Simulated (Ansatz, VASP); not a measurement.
## KZn2RuF6 in VASP and in Ansatz

The input INCAR:

```
PREC = Accurate
ENCUT = 520
EDIFF = 1E-6
ISMEAR = 0
SIGMA = 0.02
LREAL = F
LASPH = T
NELM = 150
ALGO = Normal
ISIF = 2
LWAVE = F
LCHARG = T
ISPIN = 2
MAGMOM = 0 2 0 0 0 0 0 0 0 0
LORBIT = 11
LMAXMIX = 4
LDAU = T
LDAUTYPE = 2
LDAUL = -1 2 -1 -1
LDAUU = 0 1 0 0
LDAUJ = 0 0 0 0
LDAUPRINT = 1
GGA = PE
LELF = T
LVHAR = T
NBANDS = 60
```

KPOINTS

```
Automatic mesh
0
Gamma
  2 3 3
```

The input POSCAR:

```
KZn2RuF6
1.0
    8.1000000000      0.0000000000      0.0000000000
    0.0000000000      4.0500000000      0.0000000000
    0.0000000000      0.0000000000      4.0500000000
K Ru Zn F
1 1 2 6
Direct
    0.9964213300      0.0075355700      0.9910138300
    0.4996930800      0.0026893300      0.9916756800
    0.2432417000      0.4997830100      0.4954644000
    0.7484106600      0.4976856300      0.4767793800
    0.2467722900      0.4963020400      0.9916390500
    0.7602143400      0.4874099600      0.9947279800
    0.0086600900      0.5034669700      0.5252506200
    0.4989180600      0.5102391700      0.4885591700
    0.2415944100      0.9912689100      0.4845632100
    0.7543169400      0.0028906300      0.4892315000
```

Input for Ansatz:

```yaml
crystal:
  lattice:
    - [8.1, 0.0, 0.0]
    - [0.0, 4.05, 0.0]
    - [0.0, 0.0, 4.05]
  atoms:
    - { symbol: K, position: [0.99642133, 0.00753557, 0.99101383] }
    - { symbol: Ru, position: [0.49969308, 0.00268933, 0.99167568], spin: 2.0 }
    - { symbol: Zn, position: [0.2432417, 0.49978301, 0.4954644] }
    - { symbol: Zn, position: [0.74841066, 0.49768563, 0.47677938] }
    - { symbol: F, position: [0.24677229, 0.49630204, 0.99163905] }
    - { symbol: F, position: [0.76021434, 0.48740996, 0.99472798] }
    - { symbol: F, position: [0.00866009, 0.50346697, 0.52525062] }
    - { symbol: F, position: [0.49891806, 0.51023917, 0.48855917] }
    - { symbol: F, position: [0.24159441, 0.99126891, 0.48456321] }
    - { symbol: F, position: [0.75431694, 0.00289063, 0.4892315] }
magnetization:
  spin_polarized: true
hamiltonian:
  xc: pbe
  pseudopotentials: { kind: paw }
  hubbard: { sites: [{ species: Ru, l: d, u_eff: 1.0 }] }
basis:
  ecutwfc: 420
kpoints:
  mp_grid: { grid: [2, 3, 3] }
scf:
  occupations: { method: gaussian, width: 0.02 }
output:
  forces: true
  stress: true
  write_density: true
  write_potential: true
  elf: true
  volumetric_format: npy
```

Alike in both runs: task single point; functional PBE; k mesh 2 × 3 × 3; occupations gaussian, width 0.02 eV; collinear spin; Hubbard terms Ru d U = 1.0 eV.

|  | VASP | Ansatz |
| --- | --- | --- |
| version | VASP 6.6.1 | Ansatz 0.2.0 |
| potentials or method | VASP PAW PBE potentials, release 64 (K_sv, Ru_pv, Zn, F), cutoff 520 eV | PAW, plane waves, scalar-relativistic |
| valence electrons in the cell | 89 | 91 |

Ansatz gave:

| Property | Result |
| --- | --- |
| pressure (GPa) | 3.9 |
| traceless stress, the component that is largest in VASP (GPa) | 0.52 |
| rms of the force components (eV/Å) | 0.364 |
| net moment per atom (μB) | 0.31 |
| size of the moment on the site where the two differ most (μB) | 2.67 |

What did VASP give for the same quantities?

Pressure (GPa): 4.2; traceless stress, the component that is largest in VASP (GPa): 0.55; rms of the force components (eV/Å): 0.390; net moment per atom (μB): 0.31; size of the moment on the site where the two differ most (μB): 2.74.

Site moments also hang on the region over which each program counts them. The programs project onto different local orbitals, so the same U acts differently, and such runs can settle in different states. Atom by atom the forces differ by 0.028 eV/Å (rms over components). VASP's potentials hold 89 valence electrons a cell and Ansatz's 91, so a difference there can come from the potentials and not from the codes. Ansatz's warnings: filled band counts differ across k points.

The k mesh is coarse, so the values compare programs but aren't converged.
